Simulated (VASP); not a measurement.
## Os: single point with PBEsol

Os:

```
Os
1.0
     2.67942    0.00000    0.00000
    -1.33971    2.32044    0.00000
     0.00000    0.00000    4.31970
Os
2
Direct
  0.33333 0.66667 0.25000
  0.66667 0.33333 0.75000
```

This cell differs from its parent crystal: equal xx and yy strain of -2 %.

- Program: VASP 6.6.1
- Task: single point
- Functional: PBEsol
- Potentials or basis: VASP PAW PBE potentials, release 64 (Os)
- Cutoff: 520 eV
- k mesh: 17 × 17 × 10
- Occupations: fermi-dirac, width 0.08 eV
- Spin: no spin polarisation

```json
{
 "Pressure": "16.7 GPa",
 "Band gap on the k mesh": "zero (bands 8 and 9 overlap by 4.28 eV)"
}
```

Stress tensor (GPa, compression positive):
```
21.26  0.00  0.00
 0.00 21.26  0.00
 0.00  0.00  7.70
```

Levels at points of the mesh, in eV from the Fermi level:
| k point | band 4 | band 5 | band 6 | band 7 | band 8 | band 9 | band 10 | band 11 | band 12 | band 13 |
| --- | --- | --- | --- | --- | --- | --- | --- | --- | --- | --- |
| (0.00, 0.00, 0.00) | -3.26 | -3.25 | -2.41 | -2.41 | -1.48 | -1.48 | -0.25 | 1.79 | 1.79 | 9.26 |
| (0.00, 0.00, 0.50) | -3.93 | -3.40 | -3.40 | -3.40 | -3.40 | 0.94 | 0.94 | 0.94 | 0.94 | 13.80 |

Wall time 42 s on 1 thread of AMD EPYC 7R43 64-Core Processor (Zen 3), with other jobs on the host, peak memory 0.15 GiB.

Caveat: the cell differs from its parent crystal (equal xx and yy strain of -2 %); the stress differs along the axes, from 8 to 21 GPa; the PAW data sets were made with another functional, which shifts forces and pressure a little; spin-orbit coupling is left out, which moves the levels of the heavy elements.
